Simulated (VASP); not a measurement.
# Cd (Fm-3m) in VASP: relaxation of cell and atoms with PBE

Aim: the relaxation of cell and atoms of Cd with PBE.

Everything below comes from runs of VASP 6.6.1. Logs are shortened: lines on timing, memory, paths and dates and some standing lists are left out, and cuts for length are marked.

**1. The cell of the first run**

The structure is cubic, space group Fm-3m (No. 225). The conventional cell has a = 3.892 Å, b = 3.892 Å, c = 3.892 Å, α = 90.00°, β = 90.00°, γ = 90.00°. Cd (site symmetry m-3m) has 12 Cd at 2.75 Å within 3.6 Å.

This isn't the form of Cd at room conditions, which is hcp.

**2. Relaxation of cell and atoms, PBE**

INCAR reads:

```
PREC = Accurate
ENCUT = 630
EDIFF = 1E-7
ISMEAR = 0
SIGMA = 0.1
LREAL = F
LASPH = T
NELM = 120
ALGO = Normal
ISIF = 3
LWAVE = F
LCHARG = F
GGA = PE
IBRION = 2
NSW = 80
EDIFFG = -0.05
GGA_COMPAT = F
NELMIN = 4
```

KPOINTS reads:

```
Automatic mesh
0
Gamma
  8 8 8
```

POSCAR reads:

```
Cd
1.0
    0.0000000000      1.9457656737      1.9457656737
    1.9457656737      0.0000000000      1.9457656737
    1.9457656737      1.9457656737      0.0000000000
Cd
1
Direct
    0.0000000000      0.0000000000      0.0000000000
```

Potentials or basis: VASP PAW PBE potentials, release 64 (Cd_sv_GW).

Run with:

```console
cat potpaw_PBE.64/Cd_sv_GW/POTCAR > POTCAR
mpirun -np 1 vasp_std > vasp.out
```

OUTCAR:

```text
PREC = Accurate
   ENCUT = 630
   EDIFF = 1E-7
   ISMEAR = 0
   LREAL = F
   LASPH = T
   NELM = 120
   ISIF = 3
   GGA = PE
   IBRION = 2
   NSW = 80
   EDIFFG = -0.05
   NELMIN = 4

 ion  position               nearest neighbor table
   1  0.000  0.000  0.000-

  LATTYP: Found a face centered cubic cell.
 ALAT       =     3.8915313474

  Lattice vectors:

 A1 = (   0.0000000000,   1.9457656737,   1.9457656737)
 A2 = (   1.9457656737,   0.0000000000,   1.9457656737)
 A3 = (   1.9457656737,   1.9457656737,   0.0000000000)

Analysis of symmetry for initial positions (statically):
=====================================================================
 Subroutine PRICEL returns:
 Original cell was already a primitive cell.

 Routine SETGRP: Setting up the symmetry group for a
 face centered cubic supercell.

 Subroutine GETGRP returns: Found 48 space group operations
 (whereof 48 operations were pure point group operations)
 out of a pool of 48 trial point group operations.

The static configuration has the point symmetry O_h .

Analysis of symmetry for dynamics (positions and initial velocities):
=====================================================================
 Subroutine PRICEL returns:
 Original cell was already a primitive cell.

 Routine SETGRP: Setting up the symmetry group for a
 face centered cubic supercell.

 Subroutine GETGRP returns: Found 48 space group operations
 (whereof 48 operations were pure point group operations)
 out of a pool of 48 trial point group operations.

The dynamic configuration has the point symmetry O_h .

 Subroutine INISYM returns: Found 48 space group operations
 (whereof 48 operations are pure point group operations),
 and found     1 'primitive' translations

----------------------------------------------------------------------------------------

                                     Primitive cell

  volume of cell :      14.7334

  direct lattice vectors                    reciprocal lattice vectors
     0.000000000  1.945765674  1.945765674    -0.256968250  0.256968250  0.256968250
     1.945765674  0.000000000  1.945765674     0.256968250 -0.256968250  0.256968250
     1.945765674  1.945765674  0.000000000     0.256968250  0.256968250 -0.256968250

  length of vectors
     2.751728205  2.751728205  2.751728205     0.445082065  0.445082065  0.445082065

  position of ions in fractional coordinates (direct lattice)
     0.000000000  0.000000000  0.000000000

  ion indices of the primitive-cell ions
   primitive index   ion index
                 1           1

----------------------------------------------------------------------------------------

 KPOINTS: Automatic mesh

Automatic generation of k-mesh.
 Grid dimensions read from file:
 generate k-points for:    8    8    8

 Generating k-lattice:

  Cartesian coordinates                     Fractional coordinates (reciprocal lattice)
    -0.032121031  0.032121031  0.032121031     0.125000000  0.000000000  0.000000000
     0.032121031 -0.032121031  0.032121031     0.000000000  0.125000000  0.000000000
     0.032121031  0.032121031 -0.032121031     0.000000000  0.000000000  0.125000000

  Length of vectors
     0.055635258  0.055635258  0.055635258

  Shift w.r.t. Gamma in fractional coordinates (k-lattice)
     0.000000000  0.000000000  0.000000000

 Subroutine IBZKPT returns following result:
 ===========================================

 Found     29 irreducible k-points:

 Following reciprocal coordinates:
            Coordinates               Weight
  0.000000  0.000000  0.000000      1.000000
  0.125000  0.000000  0.000000      8.000000
  0.250000  0.000000  0.000000      8.000000
  0.375000  0.000000  0.000000      8.000000
  0.500000  0.000000  0.000000      4.000000
  0.125000  0.125000  0.000000      6.000000
[... 16 lines left out ...]
  0.500000  0.250000  0.125000     48.000000
 -0.375000  0.250000  0.125000     24.000000
 [... further k-points ...]
   k-points           NKPTS =     29   k-points in BZ     NKDIM =     29   number of bands    NBANDS=     14
   number of dos      NEDOS =    301   number of ions     NIONS =      1
   total plane-waves  NPLWV =  13824
   dimension x,y,z NGX =    24 NGY =   24 NGZ =   24
   dimension x,y,z NGXF=    48 NGYF=   48 NGZF=   48
   ions per type =               1
   NGX,Y,Z   is equivalent  to a cutoff of  14.50, 14.50, 14.50 a.u.
   NGXF,Y,Z  is equivalent  to a cutoff of  29.00, 29.00, 29.00 a.u.
 SYSTEM =  unknown system
   PREC   = accura    normal or accurate (medium, high low for compatibility)
   ISTART =      0    job   : 0-new  1-cont  2-samecut
   ICHARG =      2    charge: 1-file 2-atom 10-const
   ISPIN  =      1    spin polarized calculation?
   LNONCOLLINEAR =      F non collinear calculations
   LSORBIT =      F    spin-orbit coupling
   LASPH  =      T    aspherical Exc in radial PAW
   ENCUT  =  630.0 eV  46.30 Ry    6.80 a.u.   5.63  5.63  5.63*2*pi/ulx,y,z
   NELM   =    120;   NELMIN=  4; NELMDL= -5     # of ELM steps
   EDIFF  = 0.1E-06   stopping-criterion for ELM
   LREAL  =      F    real-space projection
   EDIFFG = -.5E-01   stopping-criterion for IOM
   NSW    =     80    number of steps for IOM
   IBRION =      2    ionic relax: 0-MD 1-quasi-New 2-CG
   NFREE  =      1    steps in history (QN), initial steepest desc. (CG)
   ISIF   =      3    stress and relaxation
   ISYM   =      2    0-nonsym 1-usesym 2-fastsym
   POTIM  = 0.5000    time-step for ionic-motion
   TEBEG  =    0.0;   TEEND  =   0.0 temperature during run
   PSTRESS=    0.0 pullay stress
   NELECT =      20.0000    total number of electrons
   NUPDOWN=      -1.0000    fix difference up-down
   EMIN   =  10.00;   EMAX   =-10.00  energy-range for DOS
   EFERMI =   0.00;   METHOD = LEGACY
   ISMEAR =     0;   SIGMA  =   0.10  broadening in eV -4-tet -1-fermi 0-gaus
   EFERMI_NEDOS =   21; number of points for ismear=-14 and -15
   IALGO  =     38    algorithm
   IMIX   =      4    mixing-type and parameters
     AMIX     =   0.40;   BMIX     =  1.00
     AMIX_MAG =   1.60;   BMIX_MAG =  1.00
  volume/ion in A,a.u.               =      14.73        99.43
  Fermi-wavevector in a.u.,A,eV,Ry     =   1.812665  3.425441 44.705419  3.285756
  Thomas-Fermi vector in A             =   2.870865
   LORBIT       =      0    0 simple, 1 ext, 2 COOP (PROOUT), +10 PAW based schemes
   GGA     = PE    functional components
   LHFCALC =     F    Hartree Fock is set to
   AEXX    =    0.0000 exact exchange contribution
   IVDW    =     0    specifies the selected vdW correction
   LEPSILON=     F    determine dielectric tensor
   LRPA    =     F    only Hartree local field effects (RPA)
 conjugate gradient relaxation of ions
 non-spin polarized calculation
 Gauss-broadening in eV      SIGMA  =   0.10
  energy-cutoff  :      630.00
  volume of cell :       14.73
 maximum number of plane-waves:       544
 NGX is ok and might be reduce to    24
   NGX = 11   NGY = 11   NGZ = 11

--------------------------------------- Ionic step        1  -------------------------------------------

 number of electron      20.0000006 magnetization

 Free energy of the ion-electron system (eV)
  ---------------------------------------------------
  ext. energy  EPLUGINS =         0.00000000
  ---------------------------------------------------
  free energy    TOTEN  =         0.21694520 eV

  energy without entropy =        0.21953745  energy(sigma->0) =        0.21824133

 E-fermi :  11.8088     XC(G=0): -13.6145

 val. band max:       11.7939738657   @ k =  -0.3750   0.2500   0.1250
 cond. band min:      12.0583111758   @ k =   0.5000   0.1250   0.0000
 fundamental gap:      0.2643373101
 Fermi energy:        11.8088155217

 k-point     1 :       0.0000    0.0000    0.0000
  band No.  band energies     occupation
      1     -92.5840      2.00000
      2     -53.5357      2.00000
      3     -53.5357      2.00000
      4     -53.5357      2.00000
      5      -0.6904      2.00000
      6       0.8806      2.00000
      7       0.8806      2.00000
      8       0.8806      2.00000
      9       1.9047      2.00000
     10       1.9047      2.00000
     11      25.0916      0.00000
     12      29.1438      0.00000
     13      29.1438      0.00000
     14      29.1438      0.00000

 k-point     2 :       0.1250    0.0000    0.0000
  band No.  band energies     occupation
      1     -92.5809      2.00000
      2     -53.5632      2.00000
      3     -53.5399      2.00000
      4     -53.5399      2.00000
      5      -0.2103      2.00000
      6       0.8510      2.00000
      7       1.0010      2.00000
      8       1.0010      2.00000
      9       1.8750      2.00000
     10       1.8750      2.00000
     11      24.5741      0.00000
     12      26.4837      0.00000
     13      29.3136      0.00000
     14      29.3136      0.00000
[... 874 lines left out ...]
 VOLUME and BASIS-vectors are now :
 -----------------------------------------------------------------------------
  energy-cutoff  :      630.00
  volume of cell :       21.71
      direct lattice vectors                 reciprocal lattice vectors
     0.000000000  2.214205707  2.214205707    -0.225814611  0.225814611  0.225814611
     2.214205707 -0.000000000  2.214205707     0.225814611 -0.225814611  0.225814611
     2.214205707  2.214205707  0.000000000     0.225814611  0.225814611 -0.225814611

 POSITION                                       TOTAL-FORCE (eV/Angst)
 -----------------------------------------------------------------------------------
      2.21421     -0.00000      2.21421         0.000000      0.000000      0.000000
 -----------------------------------------------------------------------------------
    total drift:                                0.000000      0.000000      0.000000

  FREE ENERGIE OF THE ION-ELECTRON SYSTEM (eV)
  ---------------------------------------------------
  free  energy   TOTEN  =        -0.6774285409 eV

  energy  without entropy=       -0.6739533974  energy(sigma->0) =       -0.67569097

--------------------------------------- Ionic step        4  -------------------------------------------

 number of electron      19.9999988 magnetization

 Free energy of the ion-electron system (eV)
  ---------------------------------------------------
  ext. energy  EPLUGINS =         0.00000000
  ---------------------------------------------------
  free energy    TOTEN  =        -0.67777043 eV

  energy without entropy =       -0.67446271  energy(sigma->0) =       -0.67611657

 E-fermi :   6.1887     XC(G=0): -11.3160

 val. band max:        6.0759997051   @ k =  -0.3750   0.3750   0.1250
 cond. band min:       6.2497201986   @ k =   0.5000   0.1250   0.0000
 fundamental gap:      0.1737204935
 Fermi energy:         6.1887311506

 k-point     1 :       0.0000    0.0000    0.0000
  band No.  band energies     occupation
      1     -96.5265      2.00000
      2     -57.5596      2.00000
      3     -57.5596      2.00000
      4     -57.5596      2.00000
      5      -2.6722      2.00000
      6      -2.6722      2.00000
      7      -2.6722      2.00000
      8      -2.3918      2.00000
      9      -2.2040      2.00000
     10      -2.2040      2.00000
     11      19.6963      0.00000
     12      21.2761      0.00000
     13      21.2761      0.00000
     14      21.2761      0.00000

 k-point     2 :       0.1250    0.0000    0.0000
  band No.  band energies     occupation
      1     -96.5261      2.00000
      2     -57.5650      2.00000
      3     -57.5606      2.00000
      4     -57.5606      2.00000
      5      -2.7371      2.00000
      6      -2.6134      2.00000
      7      -2.6134      2.00000
      8      -2.2135      2.00000
      9      -2.2135      2.00000
     10      -1.9554      2.00000
     11      17.4362      0.00000
     12      20.0938      0.00000
     13      20.8655      0.00000
     14      20.8655      0.00000
[... 387 lines left out ...]
 VOLUME and BASIS-vectors are now :
 -----------------------------------------------------------------------------
  energy-cutoff  :      630.00
  volume of cell :       21.55
      direct lattice vectors                 reciprocal lattice vectors
     0.000000000  2.208836903  2.208836903    -0.226363476  0.226363476  0.226363476
     2.208836903 -0.000000000  2.208836903     0.226363476 -0.226363476  0.226363476
     2.208836903  2.208836903  0.000000000     0.226363476  0.226363476 -0.226363476

 POSITION                                       TOTAL-FORCE (eV/Angst)
 -----------------------------------------------------------------------------------
      0.00000      0.00000      0.00000         0.000000      0.000000     -0.000000
 -----------------------------------------------------------------------------------
    total drift:                                0.000000      0.000000     -0.000000

  FREE ENERGIE OF THE ION-ELECTRON SYSTEM (eV)
  ---------------------------------------------------
  free  energy   TOTEN  =        -0.6777704278 eV

  energy  without entropy=       -0.6744627121  energy(sigma->0) =       -0.67611657

 reached required accuracy - stopping structural energy minimisation
```

Run time: 40 s. Hardware: 1 thread of Intel Xeon Platinum 8259CL at 2.50GHz (Skylake/Cascade Lake), shared host; peak memory 0.15 GiB.

Results:

| Item | Value |
| --- | --- |
| Free energy | -0.6778 eV |
| Relaxed volume | 21.55 Å³/atom |
| Relaxed cell | a = 3.124 Å, b = 3.124 Å, c = 3.124 Å, α = 60.00°, β = 60.00°, γ = 60.00° |
| Space group after relaxing (to 0.1 Å) | Fm-3m (No. 225) |
| Energy gained by relaxing | 894.7 meV/atom |
| Ionic steps | 4 |
| Pressure after relaxing | -0.2 GPa |
| Band gap on the k mesh | zero (bands 10 and 11 overlap by 3.37 eV) |

Step by step:
```
step  energy change (eV)  largest force (eV/Å)  pressure (GPa)  volume (Å³)
   1              0.0000                0.0000           63.61        14.73
   2             -0.6346                0.0000           -5.37        31.06
   3             -0.8944                0.0000           -0.54        21.71
   4             -0.8947                0.0000           -0.15        21.55
```

Final structure:
```
Cd
1.0
     0.00000    2.20884    2.20884
     2.20884    0.00000    2.20884
     2.20884    2.20884    0.00000
Cd
1
Direct
  0.00000 0.00000 0.00000
```

Levels at points of the mesh, in eV from the Fermi level:
```tsv
k point	band 6	band 7	band 8	band 9	band 10	band 11	band 12	band 13	band 14
(0.00, 0.00, 0.00)	-8.86	-8.86	-8.58	-8.39	-8.39	13.51	15.09	15.09	15.09
(0.50, 0.00, 0.00)	-8.86	-8.86	-8.01	-8.01	-2.07	-1.00	12.77	12.77	12.78
(0.50, 0.50, 0.00)	-9.45	-8.03	-7.91	-7.91	-0.54	1.74	7.03	7.03	11.51
```

Caveat: the volume moved by over 15 % at a fixed basis, so the end points are rough.

The gap in the log of VASP goes by the Fermi energy; the results here count the filled bands.